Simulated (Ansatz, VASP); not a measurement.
One calculation of GdFe3Cu, two programs

File INCAR:

```
ALGO     = Normal         # electronic algorithm
EDIFF    = 1E-6           # SCF threshold, eV
ENCUT    = 520            # plane-wave cutoff, eV
GGA      = PE             # functional
ISIF     = 2              # what is computed and relaxed
ISMEAR   = -1             # smearing method
ISPIN    = 2              # spin polarisation
ISYM     = 0            
LASPH    = True           # aspherical terms in the spheres
LCHARG   = False          # write CHGCAR
LMAXMIX  = 6              # l up to which the mixer works
LORBIT   = 11             # projections on sites
LREAL    = False          # projectors in reciprocal space
LWAVE    = False          # write WAVECAR
MAGMOM   = -7.1 0 2.3 2.3 1.9 # initial moments
NBANDS   = 38             # bands
NELM     = 150            # most SCF steps
PREC     = Accurate       # precision mode
SIGMA    = 0.1            # smearing width, eV
```

KPOINTS

```
k-points
0
Gamma
  5 5 5
```

Contents of POSCAR:

```
GdFe3Cu
1.0
    0.0000000000      3.8627943700      0.0000000000
    3.8627943700      0.0000000000      0.0000000000
    1.9313971800      1.9313971800     -4.9387775900
Gd Cu Fe
1 1 3
Direct
    0.1160900000      0.1160900000      0.7678200000
    0.5141000000      0.5141000000      0.9718000000
    0.8662700000      0.3662700000      0.2674600000
    0.3662700000      0.8662700000      0.2674600000
    0.7359000000      0.7359000000      0.5282000000
```

Input for Ansatz:

```yaml
crystal:
  lattice:
    - [0.0, 3.86279437, 0.0]
    - [3.86279437, 0.0, 0.0]
    - [1.93139718, 1.93139718, -4.93877759]
  atoms:
    - { symbol: Gd, position: [0.11609, 0.11609, 0.76782], spin: -7.1 }
    - { symbol: Cu, position: [0.5141, 0.5141, 0.9718] }
    - { symbol: Fe, position: [0.86627, 0.36627, 0.26746], spin: 2.3 }
    - { symbol: Fe, position: [0.36627, 0.86627, 0.26746], spin: 2.3 }
    - { symbol: Fe, position: [0.7359, 0.7359, 0.5282], spin: 1.9 }
  symmetry: { detect: false }
kpoints:
  mp_grid: { grid: [5, 5, 5], shift: [0, 0, 0] }
magnetization:
  spin_polarized: true
scf:
  occupations: { method: fermi_dirac }
hamiltonian:
  pseudopotentials: { kind: paw }
  xc: pbe
basis:
  ecutwfc: 420
output:
  forces: true
  stress: true
  eigenvalues: true
```

Alike in both runs: task single point; functional PBE; k mesh 5 × 5 × 5; collinear spin.

|  | VASP | Ansatz |
| --- | --- | --- |
| version | VASP 6.6.1 | Ansatz 0.2.0 |
| potentials or method | VASP PAW PBE potentials, release 64 (Gd, Cu, Fe), cutoff 520 eV | PAW plane waves |
| occupations | fermi-dirac, width 0.1 eV | fermi-dirac |
| valence electrons in the cell | 53 | 85 |

Ansatz gave:

* gap on the k mesh at the Fermi level (eV): none
* pressure (GPa): 9.3
* traceless stress, the component that is largest in VASP (GPa): 3.94
* rms of the force components (eV/Å): 0.443
* net moment per atom (μB): 0.12
* size of the moment on the site where the two differ most (μB): 7.08

Q: What did VASP give for the same quantities?

A: gap on the k mesh at the Fermi level (eV): none; pressure (GPa): 9.2; traceless stress, the component that is largest in VASP (GPa): 3.86; rms of the force components (eV/Å): 0.451; net moment per atom (μB): 0.12; size of the moment on the site where the two differ most (μB): 6.92.

Site moments also hang on the region over which each program counts them. Atom by atom the forces differ by 0.017 eV/Å (rms over components). A gap of «none» marks a metal or a gap that the smearing closes. VASP's potentials hold 53 valence electrons a cell and Ansatz's 85, so a difference there can come from the potentials and not from the codes.

Neither program's run includes spin-orbit coupling.
